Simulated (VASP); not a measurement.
Runs of VASP 6.6.1 on Sn. The structure is that of space group I4_1/amd (No. 141), or close to it. The cells are those of the table. 

```csv
cell,further INCAR settings,gap on the mesh (eV),pressure (GPa)
"a = 4.146 Å, angles 98.6, 98.6, 134.6°, 2 atoms",ALGO = Fast; EDIFF = 1e-06; NBANDS = 21,none,11.7
"a = 4.122 Å, angles 98.0, 98.0, 136.3°, 2 atoms",ALGO = Fast; EDIFF = 1e-06; NBANDS = 21,none,(a)
"a = 4.099 Å, angles 97.4, 97.4, 137.9°, 2 atoms",ALGO = Fast; EDIFF = 1e-06; NBANDS = 21,none,21.3
"a = 4.254 Å, angles 96.9, 96.9, 139.5°, 2 atoms",ALGO = Fast; EDIFF = 1e-07; NBANDS = 21,none,(b)
"a = 4.171 Å, angles 99.1, 99.1, 133.0°, 2 atoms",ALGO = Fast; EDIFF = 1e-06; NBANDS = 21,none,8.7
```

Alike in all rows: task single point; level PBEsol; potentials or basis VASP PAW PBE potentials, release 64 (Sn_d); no spin polarisation; k mesh 16 × 16 × 16; cutoff (eV) 520; smearing gaussian 0.15 eV.

Problem. Estimate the missing entries.

Solution. (a) 15.8; (b) 10.8.

Caveats: the PAW data sets were made with another functional, which shifts forces and pressure a little; spin-orbit coupling is left out, which moves the levels of the heavy elements; the cell stands under pressure (at least some runs); the stress differs along the axes, from 6 to 15 GPa (at least some runs); the stress differs along the axes, from 12 to 18 GPa (at least some runs); the stress differs along the axes, from 2 to 12 GPa (at least some runs).

A k mesh can miss the band edges, and the runs leave out spin-orbit coupling on Sn.

A gap of «none» marks levels without a gap at the run's occupations.
